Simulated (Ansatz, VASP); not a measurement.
## ZrC in VASP and in Ansatz

INCAR

```
SYSTEM = ZrC
  PREC = Accurate
  ENCUT = 520
  EDIFF = 1E-8
  ISMEAR = -1
  SIGMA = 0.05
  LREAL = .False.
  LASPH = .True.
  NELM = 100
  ALGO = Normal
  ISIF = 2
  LWAVE = .False.
  LCHARG = .False.
  GGA = PS
  LEFG = .True.
  NBANDS = 15
```

KPOINTS

```
Automatic mesh
0
Gamma
  15 15 15
  0 0 0
```

The input POSCAR:

```
ZrC
1.0
    0.0000000000      2.3344363032      2.3344363032
    2.3344363032      0.0000000000      2.3344363032
    2.3344363032      2.3344363032      0.0000000000
Zr C
1 1
Direct
    0.5000000000      0.5000000000      0.5000000000
    0.0000000000      0.0000000000      0.0000000000
```

Input for Ansatz:

```yaml
crystal:
  lattice:
    - [0.0, 2.3344363032, 2.3344363032]
    - [2.3344363032, 0.0, 2.3344363032]
    - [2.3344363032, 2.3344363032, 0.0]
  atoms:
    - { symbol: Zr, position: [0.5, 0.5, 0.5] }
    - { symbol: C, position: [0.0, 0.0, 0.0] }
kpoints:
  mp_grid: { grid: [15, 15, 15] }
scf:
  occupations: { method: fermi_dirac, width: 0.05 }
hamiltonian:
  xc: pbesol
  pseudopotentials: { kind: all_electron, datasets: crystal }
output:
  forces: true
  stress: true
  eigenvalues: true
  efg: { contact_densities: true }
```

Change from the starting cell: volume scaled by 0.98, crystal datasets.

Alike in both runs: task electric field gradients; functional PBEsol; k mesh 15 × 15 × 15; occupations fermi-dirac, width 0.05 eV; no spin polarisation.

```csv
,VASP,Ansatz
version,VASP 6.6.1,Ansatz 0.2.0
potentials or method,"VASP PAW PBE potentials, release 64 (Zr_sv, C), cutoff 520 eV","all-electron PAW with datasets made for the crystal, scalar-relativistic"
```

Ansatz gave:

| Property | Result |
| --- | --- |
| pressure (GPa) | 0.1 |

**Question.** Estimate VASP's values.

**Answer.** Pressure (GPa): 0.4.

VASP's potentials were made for PBE, not for PBEsol. Ansatz ran all-electron here, and VASP with PAW potentials.
